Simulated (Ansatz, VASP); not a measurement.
## BN in VASP and in Ansatz

The input INCAR:

```
SYSTEM = BN
PREC = Accurate
ENCUT = 520
EDIFF = 1E-6
ISMEAR = 0
SIGMA = 0.05
LREAL = .False.
LASPH = .True.
NELM = 60
ALGO = Normal
ISIF = 2
LWAVE = .False.
LCHARG = .True.
GGA = PS
LELF = .True.
LVHAR = .True.
NBANDS = 11
```

The input KPOINTS:

```
Automatic mesh
0
Gamma
  12 12 12
  0 0 0
```

POSCAR

```
BN
1.0
    1.2511217832      0.7223354983      3.3729344033
   -1.2511217832      0.7223354983      3.3729344033
    0.0000000000     -1.4446709967      3.3729344033
B N
1 1
Direct
    0.9996712000      0.9996712000      0.9996712000
    0.2659004988      0.3506772317      0.3817076695
```

Input for Ansatz:

```yaml
crystal:
  lattice:
    - [1.2511217832, 0.7223354983, 3.3729344033]
    - [-1.2511217832, 0.7223354983, 3.3729344033]
    - [0.0, -1.4446709967, 3.3729344033]
  atoms:
    - { symbol: B, position: [0.9996712, 0.9996712, 0.9996712] }
    - { symbol: "N", position: [0.2659004988, 0.3506772317, 0.3817076695] }
basis:
  ecutwfc: 420
kpoints:
  mp_grid: { grid: [12, 12, 12] }
hamiltonian:
  xc: pbesol
scf:
  occupations: { method: gaussian, width: 0.05 }
output:
  forces: true
  stress: true
  eigenvalues: true
```

Change from the starting cell: all N atoms moved -0.150 Å, as atom 2 along Cartesian [1 1 0].

Alike in both runs: task single point; functional PBEsol; k mesh 12 × 12 × 12; occupations gaussian, width 0.05 eV; no spin polarisation.

|  | VASP | Ansatz |
| --- | --- | --- |
| version | VASP 6.6.1 | Ansatz 0.2.0 |
| potentials or method | VASP PAW PBE potentials, release 64 (B, N), cutoff 520 eV | scalar-relativistic, plane waves, PAW |
| valence electrons in the cell | 8 | 8 |

```tsv
	VASP	Ansatz	Ansatz less VASP
gap on the k mesh at the Fermi level (eV)	3.05	3.06	+0.010
least direct gap on the mesh (eV)	4.36	4.37	+0.009
pressure (GPa)	8.5	8.3	-0.18
traceless stress, the component that is largest in VASP (GPa)	17.51	17.25	-0.261
rms of the force components (eV/Å)	3.117	3.119	+0.0019
```

VASP's potentials were made for PBE, not for PBEsol. Atom by atom the forces differ by 0.002 eV/Å (rms over components). With one functional, cell and mesh, what is left measures potentials, basis and numerics.
